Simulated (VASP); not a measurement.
# Co3O4 (Fd-3m) in VASP: single point with r2SCAN

Aim: the single point of Co3O4 with r2SCAN.

All numbers are computed with VASP 6.6.1; they aren't measurements. Logs are shortened: lines on timing, memory, paths and dates and some standing lists are left out, and cuts for length are marked.

## Step 1: The cell of the first run

It takes space group Fd-3m (No. 227, cubic). The conventional cell has a = 8.164 Å, b = 8.164 Å, c = 8.164 Å, α = 90.00°, β = 90.00°, γ = 90.00°. Co (site symmetry -43m) has 4 O at 1.95 Å within 2.6 Å. Within 2.6 Å of Co (site symmetry -3m) lie 6 O at 1.94 Å. O (site symmetry 3m) has 4 Co at 1.94 to 1.95 Å and 3 O at 2.59 Å within 2.6 Å.

## Step 2: Single point, r2SCAN

POSCAR

```
Co3O4
1.0
    0.0000000000      4.0818500000      4.0818500000
    4.0818500000      0.0000000000      4.0818500000
    4.0818500000      4.0818500000      0.0000000000
Co O
6 8
Direct
    0.7500000000      0.7500000000      0.7500000000
    0.5000000000      0.5000000000      0.5000000000
    0.1250000000      0.1250000000      0.1250000000
    0.6250000000      0.1250000000      0.1250000000
    0.1250000000      0.1250000000      0.6250000000
    0.1250000000      0.6250000000      0.1250000000
    0.8878000000      0.8878000000      0.8878000000
    0.9134000000      0.3622000000      0.3622000000
    0.8878000000      0.8878000000      0.3366000000
    0.3622000000      0.9134000000      0.3622000000
    0.3366000000      0.8878000000      0.8878000000
    0.3622000000      0.3622000000      0.3622000000
    0.8878000000      0.3366000000      0.8878000000
    0.3622000000      0.3622000000      0.9134000000
```

INCAR.step1

```
ALGO     = Normal         # electronic algorithm
EDIFF    = 1E-4           # SCF threshold, eV
ENCUT    = 520            # plane-wave cutoff, eV
GGA      = PE             # functional
ISMEAR   = -1             # smearing method
LASPH    = T              # aspherical terms in the spheres
LCHARG   = F              # write CHGCAR
LREAL    = F              # projectors in reciprocal space
LWAVE    = T              # write WAVECAR
NBANDS   = 64             # bands
NELM     = 80             # most SCF steps
PREC     = Accurate       # precision mode
SIGMA    = 0.1            # smearing width, eV
```

INCAR.step2

```
ALGO     = Normal         # electronic algorithm
EDIFF    = 1E-6           # SCF threshold, eV
ENCUT    = 520            # plane-wave cutoff, eV
ISIF     = 2              # what is computed and relaxed
ISMEAR   = -1             # smearing method
ISTART   = 1            
LASPH    = T              # aspherical terms in the spheres
LCHARG   = T              # write CHGCAR
LELF     = T              # ELF
LMIXTAU  = T            
LREAL    = F              # projectors in reciprocal space
LVHAR    = T            
LWAVE    = F              # write WAVECAR
METAGGA  = R2SCAN         # meta-GGA
NBANDS   = 64             # bands
NELM     = 80             # most SCF steps
PREC     = Accurate       # precision mode
SIGMA    = 0.1            # smearing width, eV
```

KPOINTS

```
k-points
0
Gamma
  3 3 3
```

Potentials or basis: VASP PAW PBE potentials, release 64 (Co, O).

Run with:

```bash
> cat potpaw_PBE.64/Co/POTCAR potpaw_PBE.64/O/POTCAR > POTCAR
> cp INCAR.step1 INCAR
> mpirun -np 1 vasp_std > vasp.out
> cp INCAR.step2 INCAR
> mpirun -np 1 vasp_std > vasp.out
```

OUTCAR:

```text
EDIFF = 1E-6
   ENCUT = 520
   ISIF = 2
   ISMEAR = -1
   ISTART = 1
   LASPH = T
   LREAL = F
   METAGGA = R2SCAN
   NELM = 80
   PREC = Accurate

 ion  position               nearest neighbor table
   1  0.750  0.750  0.750-   7 1.95  11 1.95  13 1.95   9 1.95
   2  0.500  0.500  0.500-  12 1.95  10 1.95   8 1.95  14 1.95
   3  0.125  0.125  0.125-   9 1.94  14 1.94  10 1.94  11 1.94  13 1.94   8 1.94   4 2.89   5 2.89
                             6 2.89   5 2.89   6 2.89   4 2.89
   4  0.625  0.125  0.125-   9 1.94  10 1.94  13 1.94  14 1.94   7 1.94  12 1.94   3 2.89   5 2.89
                             6 2.89   3 2.89   5 2.89   6 2.89
   5  0.125  0.125  0.625-   8 1.94  10 1.94  11 1.94  13 1.94  12 1.94   7 1.94   3 2.89   3 2.89
                             4 2.89   6 2.89   6 2.89   4 2.89
   6  0.125  0.625  0.125-   8 1.94   9 1.94  11 1.94  14 1.94  12 1.94   7 1.94   3 2.89   5 2.89
                             3 2.89   4 2.89   5 2.89   4 2.89
   7  0.888  0.888  0.888-   4 1.94   5 1.94   6 1.94   1 1.95
   8  0.913  0.362  0.362-   5 1.94   6 1.94   3 1.94   2 1.95
   9  0.888  0.888  0.337-   4 1.94   6 1.94   3 1.94   1 1.95
  10  0.362  0.913  0.362-   4 1.94   5 1.94   3 1.94   2 1.95
  11  0.337  0.888  0.888-   5 1.94   6 1.94   3 1.94   1 1.95
  12  0.362  0.362  0.362-   4 1.94   5 1.94   6 1.94   2 1.95
  13  0.888  0.337  0.888-   4 1.94   5 1.94   3 1.94   1 1.95
  14  0.362  0.362  0.913-   4 1.94   6 1.94   3 1.94   2 1.95

  LATTYP: Found a face centered cubic cell.
 ALAT       =     8.1637000000

  Lattice vectors:

 A1 = (   0.0000000000,   4.0818500000,   4.0818500000)
 A2 = (   4.0818500000,   0.0000000000,   4.0818500000)
 A3 = (   4.0818500000,   4.0818500000,   0.0000000000)

Analysis of symmetry for initial positions (statically):
=====================================================================
 Subroutine PRICEL returns:
 Original cell was already a primitive cell.

 Routine SETGRP: Setting up the symmetry group for a
 face centered cubic supercell.

 Subroutine GETGRP returns: Found 48 space group operations
 (whereof 24 operations were pure point group operations)
 out of a pool of 48 trial point group operations.

The static configuration has the point symmetry T_d .
 The point group associated with its full space group is O_h .

Analysis of symmetry for dynamics (positions and initial velocities):
=====================================================================
 Subroutine PRICEL returns:
 Original cell was already a primitive cell.

 Routine SETGRP: Setting up the symmetry group for a
 face centered cubic supercell.

 Subroutine GETGRP returns: Found 48 space group operations
 (whereof 24 operations were pure point group operations)
 out of a pool of 48 trial point group operations.

The dynamic configuration has the point symmetry T_d .
 The point group associated with its full space group is O_h .

 Subroutine INISYM returns: Found 48 space group operations
 (whereof 24 operations are pure point group operations),
 and found     1 'primitive' translations

----------------------------------------------------------------------------------------

                                     Primitive cell

  volume of cell :     136.0195

  direct lattice vectors                    reciprocal lattice vectors
     0.000000000  4.081850000  4.081850000    -0.122493477  0.122493477  0.122493477
     4.081850000  0.000000000  4.081850000     0.122493477 -0.122493477  0.122493477
     4.081850000  4.081850000  0.000000000     0.122493477  0.122493477 -0.122493477

  length of vectors
     5.772607630  5.772607630  5.772607630     0.212164926  0.212164926  0.212164926

  position of ions in fractional coordinates (direct lattice)
     0.750000000  0.750000000  0.750000000
     0.500000000  0.500000000  0.500000000
     0.125000000  0.125000000  0.125000000
     0.625000000  0.125000000  0.125000000
     0.125000000  0.125000000  0.625000000
     0.125000000  0.625000000  0.125000000
     0.887800000  0.887800000  0.887800000
     0.913400000  0.362200000  0.362200000
     0.887800000  0.887800000  0.336600000
     0.362200000  0.913400000  0.362200000
     0.336600000  0.887800000  0.887800000
     0.362200000  0.362200000  0.362200000
     0.887800000  0.336600000  0.887800000
     0.362200000  0.362200000  0.913400000

[... 27 lines left out ...]
  Cartesian coordinates                     Fractional coordinates (reciprocal lattice)
    -0.040831159  0.040831159  0.040831159     0.333333333  0.000000000  0.000000000
     0.040831159 -0.040831159  0.040831159     0.000000000  0.333333333  0.000000000
     0.040831159  0.040831159 -0.040831159     0.000000000  0.000000000  0.333333333

  Length of vectors
     0.070721642  0.070721642  0.070721642

  Shift w.r.t. Gamma in fractional coordinates (k-lattice)
     0.000000000  0.000000000  0.000000000

 Subroutine IBZKPT returns following result:
 ===========================================

 Found      4 irreducible k-points:

 Following reciprocal coordinates:
            Coordinates               Weight
  0.000000  0.000000  0.000000      1.000000
  0.333333  0.000000  0.000000      8.000000
  0.333333  0.333333  0.000000      6.000000
 -0.333333  0.333333  0.000000     12.000000
   k-points           NKPTS =      4   k-points in BZ     NKDIM =      4   number of bands    NBANDS=     64
   number of dos      NEDOS =    301   number of ions     NIONS =     14
   total plane-waves  NPLWV = 110592
   dimension x,y,z NGX =    48 NGY =   48 NGZ =   48
   dimension x,y,z NGXF=    96 NGYF=   96 NGZF=   96
   ions per type =               6   8
   NGX,Y,Z   is equivalent  to a cutoff of  13.82, 13.82, 13.82 a.u.
   NGXF,Y,Z  is equivalent  to a cutoff of  27.65, 27.65, 27.65 a.u.
 SYSTEM =  unknown system
   PREC   = accura    normal or accurate (medium, high low for compatibility)
   ISTART =      1    job   : 0-new  1-cont  2-samecut
   ICHARG =      0    charge: 1-file 2-atom 10-const
   ISPIN  =      1    spin polarized calculation?
   LNONCOLLINEAR =      F non collinear calculations
   LSORBIT =      F    spin-orbit coupling
   LASPH  =      T    aspherical Exc in radial PAW
   ENCUT  =  520.0 eV  38.22 Ry    6.18 a.u.  10.73 10.73 10.73*2*pi/ulx,y,z
   NELM   =     80;   NELMIN=  2; NELMDL=  0     # of ELM steps
   EDIFF  = 0.1E-05   stopping-criterion for ELM
   LREAL  =      F    real-space projection
   EDIFFG = 0.1E-04   stopping-criterion for IOM
   NSW    =      0    number of steps for IOM
   IBRION =     -1    ionic relax: 0-MD 1-quasi-New 2-CG
   NFREE  =      0    steps in history (QN), initial steepest desc. (CG)
   ISIF   =      2    stress and relaxation
   ISYM   =      2    0-nonsym 1-usesym 2-fastsym
   POTIM  = 0.5000    time-step for ionic-motion
   TEBEG  =    0.0;   TEEND  =   0.0 temperature during run
   PSTRESS=    0.0 pullay stress
   NELECT =     102.0000    total number of electrons
   NUPDOWN=      -1.0000    fix difference up-down
   EMIN   =  10.00;   EMAX   =-10.00  energy-range for DOS
   EFERMI =   0.00;   METHOD = LEGACY
   ISMEAR =    -1;   SIGMA  =   0.10  broadening in eV -4-tet -1-fermi 0-gaus
   EFERMI_NEDOS =   21; number of points for ismear=-14 and -15
   IALGO  =     38    algorithm
   IMIX   =      4    mixing-type and parameters
     AMIX     =   0.40;   BMIX     =  1.00
     AMIX_MAG =   1.60;   BMIX_MAG =  1.00
  volume/ion in A,a.u.               =       9.72        65.56
  Fermi-wavevector in a.u.,A,eV,Ry     =   1.487332  2.810649 30.098206  2.212156
  Thomas-Fermi vector in A             =   2.600506
   LORBIT       =      0    0 simple, 1 ext, 2 COOP (PROOUT), +10 PAW based schemes
   METAGGA = R2SCAN    functional components
   LHFCALC =     F    Hartree Fock is set to
   AEXX    =    0.0000 exact exchange contribution
   IVDW    =     0    specifies the selected vdW correction
   LEPSILON=     F    determine dielectric tensor
   LRPA    =     F    only Hartree local field effects (RPA)
 non-spin polarized calculation
  energy-cutoff  :      520.00
  volume of cell :      136.02
 maximum number of plane-waves:      3695
 NGX is ok and might be reduce to    48
   NGX = 21   NGY = 21   NGZ = 21

 number of electron     102.0000020 magnetization

 Free energy of the ion-electron system (eV)
  ---------------------------------------------------
  ext. energy  EPLUGINS =         0.00000000
  ---------------------------------------------------
  free energy    TOTEN  =      -142.21976835 eV

  energy without entropy =     -141.71435310  energy(sigma->0) =     -141.96706073

 E-fermi :   6.3853     XC(G=0): -12.6650

 val. band max:        6.3783015464   @ k =  -0.3333   0.3333   0.0000
 cond. band min:       6.4043520035   @ k =  -0.3333   0.3333   0.0000
 fundamental gap:      0.0260504571
 Fermi energy:         6.3853474580

 k-point     1 :       0.0000    0.0000    0.0000
  band No.  band energies     occupation
      1     -15.3350      2.00000
      2     -14.0457      2.00000
      3     -13.7552      2.00000
      4     -13.7552      2.00000
      5     -13.7552      2.00000
      6     -13.7285      2.00000
[... 253 lines left out ...]
     62       8.2799      0.00000
     63      12.8690      0.00000
 [bands above 63 left out]

------------------------ aborting loop because EDIFF is reached ----------------------------------------

  FORCE on cell =-STRESS in cart. coord.  units (eV):
  Direction    XX          YY          ZZ          XY          YZ          ZX
  --------------------------------------------------------------------------------------
  -------------------------------------------------------------------------------------
  Total      -11.9934191    -11.9934191    -11.9934191     -0.0000000      0.0000000     -0.0000000
  in kB     -141.2708219   -141.2708219   -141.2708219     -0.0000000      0.0000000     -0.0000000
  external PRESSURE =    -141.2708219 kB  Pullay stress =       0.0000000 kB

 VOLUME and BASIS-vectors are now :
 -----------------------------------------------------------------------------
  energy-cutoff  :      520.00
  volume of cell :      136.02
      direct lattice vectors                 reciprocal lattice vectors
     0.000000000  4.081850000  4.081850000    -0.122493477  0.122493477  0.122493477
     4.081850000  0.000000000  4.081850000     0.122493477 -0.122493477  0.122493477
     4.081850000  4.081850000  0.000000000     0.122493477  0.122493477 -0.122493477

 POSITION                                       TOTAL-FORCE (eV/Angst)
 -----------------------------------------------------------------------------------
      6.12278      6.12278      6.12278        -0.000000     -0.000000     -0.000000
      4.08185      4.08185      4.08185        -0.000000     -0.000000     -0.000000
      1.02046      1.02046      1.02046        -0.000000     -0.000000     -0.000000
      1.02046      3.06139      3.06139        -0.000000     -0.000000     -0.000000
      3.06139      3.06139      1.02046        -0.000000     -0.000000     -0.000000
      3.06139      1.02046      3.06139        -0.000000     -0.000000     -0.000000
      7.24773      7.24773      7.24773        -0.214066     -0.214066     -0.214066
      2.95689      5.20681      5.20681         0.214066     -0.214066     -0.214066
      4.99782      4.99782      7.24773         0.214066      0.214066     -0.214066
      5.20681      2.95689      5.20681        -0.214066      0.214066     -0.214066
      7.24773      4.99782      4.99782        -0.214066      0.214066      0.214066
      2.95689      2.95689      2.95689         0.214066      0.214066      0.214066
      4.99782      7.24773      4.99782         0.214066     -0.214066      0.214066
      5.20681      5.20681      2.95689        -0.214066     -0.214066      0.214066
 -----------------------------------------------------------------------------------
    total drift:                                0.000000      0.000000      0.000000

  FREE ENERGIE OF THE ION-ELECTRON SYSTEM (eV)
  ---------------------------------------------------
  free  energy   TOTEN  =      -142.2197683547 eV

  energy  without entropy=     -141.7143530996  energy(sigma->0) =     -141.96706073
```

Wall time 4.6 min (1 thread of Intel Xeon Platinum 8259CL at 2.50GHz (Skylake/Cascade Lake), shared host); peak memory 0.36 GiB.

Results:

```yaml
Free_energy: -142.2198 eV
Pressure: -14.1 GPa
Largest_force: 0.371 eV/Å
Band_gap_on_the_k_mesh: 0.03 eV, direct
```

Forces in eV/Å, atoms in the order of the input:
```
Co   0.000  0.000  0.000
Co   0.000  0.000  0.000
Co   0.000  0.000  0.000
Co   0.000  0.000  0.000
Co   0.000  0.000  0.000
Co   0.000  0.000  0.000
O   -0.214 -0.214 -0.214
O    0.214 -0.214 -0.214
O    0.214  0.214 -0.214
O   -0.214  0.214 -0.214
O   -0.214  0.214  0.214
O    0.214  0.214  0.214
O    0.214 -0.214  0.214
O   -0.214 -0.214  0.214
```

Levels at points of the mesh, in eV from the valence-band top:
| k point | band 48 | band 49 | band 50 | band 51 | band 52 | band 53 | band 54 | band 55 |
| --- | --- | --- | --- | --- | --- | --- | --- | --- |
| (0.00, 0.00, 0.00) | -0.98 | -0.48 | -0.48 | -0.48 | 0.50 | 0.50 | 0.50 | 1.81 |

Caveat: the k points lie up to 0.44 Å⁻¹ apart; the PAW data sets were made with another functional, which shifts forces and pressure a little. Spin polarisation is off, so any magnetic state and its effect on volume and gap are missing.
